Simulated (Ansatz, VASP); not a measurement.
## One calculation of TiCoC4N4, two programs

```
CELL_PARAMETERS angstrom
5.69817 0.00000 0.00000
0.00000 5.69817 0.00000
0.00000 0.00000 5.69817
ATOMIC_POSITIONS crystal
Ti 0.50000 0.50000 0.50000
Co 0.00000 0.00000 0.00000
C 0.18362 0.18362 0.18362
C 0.18362 0.81638 0.81638
C 0.81638 0.18362 0.81638
C 0.81638 0.81638 0.18362
N 0.30495 0.30495 0.30495
N 0.30495 0.69505 0.69505
N 0.69505 0.30495 0.69505
N 0.69505 0.69505 0.30495
```

Alike in both runs: functional PBE; k mesh 8 × 8 × 8; occupations gaussian, width 0.1 eV; collinear spin.

Ansatz relaxed the structure, and its values are those at the end. VASP's run is a single point on that final structure, the one shown.

|  | VASP | Ansatz |
| --- | --- | --- |
| version | VASP 6.6.1 | Ansatz 0.2.0 |
| potentials or method | VASP PAW PBE potentials, release 64 (Ti_sv, Co, C, N), cutoff 520 eV | scalar-relativistic, plane waves, PAW |
| valence electrons in the cell | 57 | 65 |

|  | VASP | Ansatz | Ansatz less VASP |
| --- | --- | --- | --- |
| gap on the k mesh at the Fermi level (eV) | none | none | - |
| pressure (GPa) | 0.3 | 0.0 | -0.31 |
| rms of the force components (eV/Å) | 0.119 | 0.006 | -0.1123 |
| net moment per atom (μB) | 0.10 | 0.10 | 0.000 |
| size of the moment on the site where the two differ most (μB) | 0.96 | 0.82 | -0.136 |

Site moments also hang on the region over which each program counts them. A gap of «none» marks a metal or a gap that the smearing closes. VASP's potentials hold 57 valence electrons a cell and Ansatz's 65, so a difference there can come from the potentials and not from the codes.

Noted on VASP's run: the standard files for N, O and F lose accuracy on very short bonds.
